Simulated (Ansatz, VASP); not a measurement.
**Eu: VASP beside Ansatz**

```
Eu
1.0
     4.38208    0.00000    0.00000
     0.00000    4.38208    0.00000
     0.00000    0.00000    4.38208
Eu
2
Direct
  0.00000 0.00000 0.00000
  0.50000 0.50000 0.50000
```

Alike in both runs: task single point; functional PBE; k mesh 8 × 8 × 8; occupations gaussian, width 0.05 eV; collinear spin.

|  | VASP | Ansatz |
| --- | --- | --- |
| version | VASP 6.6.1 | Ansatz 0.2.0 |
| potentials or method | VASP PAW PBE potentials, release 64 (Eu), cutoff 520 eV | scalar-relativistic, plane waves, PAW |
| valence electrons in the cell | 34 | 34 |

Ansatz gave:

| Property | Result |
| --- | --- |
| gap on the k mesh at the Fermi level (eV) | none |
| pressure (GPa) | 0.1 |
| net moment per atom (μB) | 0.00 |
| size of the moment on the site where the two differ most (μB) | 6.89 |

**Question.** Estimate VASP's values.

**Answer.** gap on the k mesh at the Fermi level (eV): none; pressure (GPa): -0.2; net moment per atom (μB): 0.00; size of the moment on the site where the two differ most (μB): 6.61.

Site moments also hang on the region over which each program counts them. A gap of «none» marks a metal or a gap that the smearing closes.

Neither program's run includes spin-orbit coupling.
